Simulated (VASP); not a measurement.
# Cd (Pm-3m) in VASP: a series of runs, part 2 of 2

VASP 6.6.1.

## 4. Single point, RPBE (volume scaled by 0.96)

INCAR reads:

```
PREC = Accurate
ENCUT = 520
EDIFF = 1E-6
ISMEAR = -1
SIGMA = 0.1
LREAL = False
LASPH = True
NELM = 80
ALGO = Normal
ISIF = 2
LWAVE = False
LCHARG = False
GGA = RP
NBANDS = 12
```

KPOINTS reads:

```
regular mesh
0
Gamma
  12 12 12
```

POSCAR reads:

```
Cd
1.0
    3.0254019887      0.0000000000      0.0000000000
    0.0000000000      3.0254019887      0.0000000000
    0.0000000000      0.0000000000      3.0254019887
Cd
1
Direct
    0.0000000000      0.0000000000      0.0000000000
```

Potentials or basis: VASP PAW PBE potentials, release 64 (Cd).

On the command line:

```console
$ cat potpaw_PBE.64/Cd/POTCAR > POTCAR
$ mpirun -np 1 vasp_std > vasp.out
```

OUTCAR:

```text
PREC = Accurate
   ENCUT = 520
   EDIFF = 1E-6
   ISMEAR = -1
   LREAL = False
   LASPH = True
   NELM = 80
   ISIF = 2
   GGA = RP

 ion  position               nearest neighbor table
   1  0.000  0.000  0.000-

  LATTYP: Found a simple cubic cell.
 ALAT       =     3.0254019887

  Lattice vectors:

 A1 = (   3.0254019887,   0.0000000000,   0.0000000000)
 A2 = (   0.0000000000,   3.0254019887,   0.0000000000)
 A3 = (   0.0000000000,   0.0000000000,   3.0254019887)

Analysis of symmetry for initial positions (statically):
=====================================================================
 Subroutine PRICEL returns:
 Original cell was already a primitive cell.

 Routine SETGRP: Setting up the symmetry group for a
 simple cubic supercell.

 Subroutine GETGRP returns: Found 48 space group operations
 (whereof 48 operations were pure point group operations)
 out of a pool of 48 trial point group operations.

The static configuration has the point symmetry O_h .

Analysis of symmetry for dynamics (positions and initial velocities):
=====================================================================
 Subroutine PRICEL returns:
 Original cell was already a primitive cell.

 Routine SETGRP: Setting up the symmetry group for a
 simple cubic supercell.

 Subroutine GETGRP returns: Found 48 space group operations
 (whereof 48 operations were pure point group operations)
 out of a pool of 48 trial point group operations.

The dynamic configuration has the point symmetry O_h .

 Subroutine INISYM returns: Found 48 space group operations
 (whereof 48 operations are pure point group operations),
 and found     1 'primitive' translations

----------------------------------------------------------------------------------------

[... 108 lines left out ...]
   IMIX   =      4    mixing-type and parameters
     AMIX     =   0.40;   BMIX     =  1.00
     AMIX_MAG =   1.60;   BMIX_MAG =  1.00
  volume/ion in A,a.u.               =      27.69       186.87
  Fermi-wavevector in a.u.,A,eV,Ry     =   1.238850  2.341088 20.881542  1.534750
  Thomas-Fermi vector in A             =   2.373358
   LORBIT       =      0    0 simple, 1 ext, 2 COOP (PROOUT), +10 PAW based schemes
   GGA     = RP    functional components
   LHFCALC =     F    Hartree Fock is set to
   AEXX    =    0.0000 exact exchange contribution
   IVDW    =     0    specifies the selected vdW correction
   LEPSILON=     F    determine dielectric tensor
   LRPA    =     F    only Hartree local field effects (RPA)
 non-spin polarized calculation
  energy-cutoff  :      520.00
  volume of cell :       27.69
 maximum number of plane-waves:       768
 NGX is ok and might be reduce to    24
   NGX = 11   NGY = 11   NGZ = 11

 number of electron      11.9999999 magnetization

 Free energy of the ion-electron system (eV)
  ---------------------------------------------------
  ext. energy  EPLUGINS =         0.00000000
  ---------------------------------------------------
  free energy    TOTEN  =        -0.25651642 eV

  energy without entropy =       -0.23938441  energy(sigma->0) =       -0.24795041

 E-fermi :   1.4432     XC(G=0):  -9.5573

 val. band max:        1.4352956664   @ k =   0.5000   0.4167   0.0000
 cond. band min:       1.5370334253   @ k =   0.5000   0.3333   0.0000
 fundamental gap:      0.1017377589
 Fermi energy:         1.4431991413

 k-point     1 :       0.0000    0.0000    0.0000
  band No.  band energies     occupation
      1      -7.9816      2.00000
      2      -7.9816      2.00000
      3      -6.7690      2.00000
      4      -6.7690      2.00000
      5      -6.7690      2.00000
      6      -5.7938      2.00000
      7      11.0180      0.00000
      8      11.0180      0.00000
      9      11.0180      0.00000
     10      14.3477      0.00000
     11      14.3477      0.00000
     12      15.0758      0.00000
[... 331 lines left out ...]
 k-point    24 :       0.4167    0.3333    0.0000
  band No.  band energies     occupation
      1      -7.6399      2.00000
      2      -7.5936      2.00000
      3      -7.0629      2.00000
      4      -6.9930      2.00000
      5      -6.7575      2.00000
      6      -0.5889      2.00000
      7       2.6971      0.00001
      8       5.9777      0.00000
      9       9.5849      0.00000
     10      16.5837      0.00000
     11      17.3319      0.00000
     12      19.4371      0.00000

 [... further k-points ...]
[... 5 lines left out ...]
  --------------------------------------------------------------------------------------
  -------------------------------------------------------------------------------------
  Total        0.2261368      0.2261368      0.2261368     -0.0000000      0.0000000     -0.0000000
  in kB       13.0837596     13.0837596     13.0837596     -0.0000000      0.0000000     -0.0000000
  external PRESSURE =      13.0837596 kB  Pullay stress =       0.0000000 kB

 VOLUME and BASIS-vectors are now :
 -----------------------------------------------------------------------------
  energy-cutoff  :      520.00
  volume of cell :       27.69
      direct lattice vectors                 reciprocal lattice vectors
     3.025401989  0.000000000  0.000000000     0.330534588  0.000000000  0.000000000
     0.000000000  3.025401989  0.000000000     0.000000000  0.330534588  0.000000000
     0.000000000  0.000000000  3.025401989     0.000000000  0.000000000  0.330534588

 POSITION                                       TOTAL-FORCE (eV/Angst)
 -----------------------------------------------------------------------------------
      0.00000      0.00000      0.00000         0.000000      0.000000      0.000000
 -----------------------------------------------------------------------------------
    total drift:                                0.000000     -0.000000      0.000000

  FREE ENERGIE OF THE ION-ELECTRON SYSTEM (eV)
  ---------------------------------------------------
  free  energy   TOTEN  =        -0.2565164172 eV

  energy  without entropy=       -0.2393844093  energy(sigma->0) =       -0.24795041
```

Run time: 11 s. Hardware: 1 thread of Intel Xeon Platinum 8259CL at 2.50GHz (Skylake/Cascade Lake), shared host; peak memory 0.15 GiB.

Results:

```yaml
Free_energy: -0.2565 eV
Pressure: 1.3 GPa
Band_gap_on_the_k_mesh: zero (band 6 reaches 5.84 eV, above the bottom of band 7 at -0.49 eV)
```

Caveat: the PAW data sets were made with another functional, which shifts forces and pressure a little.

## 5. Overview

| cell | gap on the mesh (eV) | pressure (GPa) |
| --- | --- | --- |
| a = 2.939 Å, 1 atom | none | 4.5 |
| a = 2.983 Å, 1 atom | none | 2.7 |
| a = 3.025 Å, 1 atom | none | 1.3 |

Alike in all rows: task single point; level RPBE; potentials or basis VASP PAW PBE potentials, release 64 (Cd); no spin polarisation; k mesh 12 × 12 × 12; cutoff (eV) 520; smearing fermi-dirac 0.1 eV.

Caveats: the PAW data sets were made with another functional, which shifts forces and pressure a little.

Total energies depend on the potentials used, so only differences within one code and one set of settings carry meaning.
